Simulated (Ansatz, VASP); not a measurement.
# Two plane-wave programs on LiF

```
CELL_PARAMETERS angstrom
2.51915 -0.13903 -0.13903
-0.13903 2.51915 -0.13903
-0.13903 -0.13903 2.51915
ATOMIC_POSITIONS crystal
Li 0.00000 0.00000 0.00000
F 0.50000 0.50000 0.50000
```

Change from the starting cell: epitaxial_111 strain +5.6%.

Alike in both runs: task single point; functional HSE06; k mesh 8 × 8 × 8; no spin polarisation.

|  | VASP | Ansatz |
| --- | --- | --- |
| version | VASP 6.6.1 | Ansatz 0.2.0 |
| potentials or method | VASP PAW PBE potentials, release 64 (Li_sv, F) | plane waves, PAW |
| plane-wave cutoff (eV) | 520 | 420 |
| occupations | gaussian, width 0.01 eV | fixed |
| valence electrons in the cell | 10 | 10 |

|  | VASP | Ansatz | Ansatz less VASP |
| --- | --- | --- | --- |
| gap on the k mesh at the Fermi level (eV) | 10.39 | 10.39 | +0.001 |

Ansatz's warnings: stress exchange threshold loose, stress scf threshold loose.

Noted on VASP's run: the cutoff is under 1.25 times that of the potentials, so the pressure is a little rough.
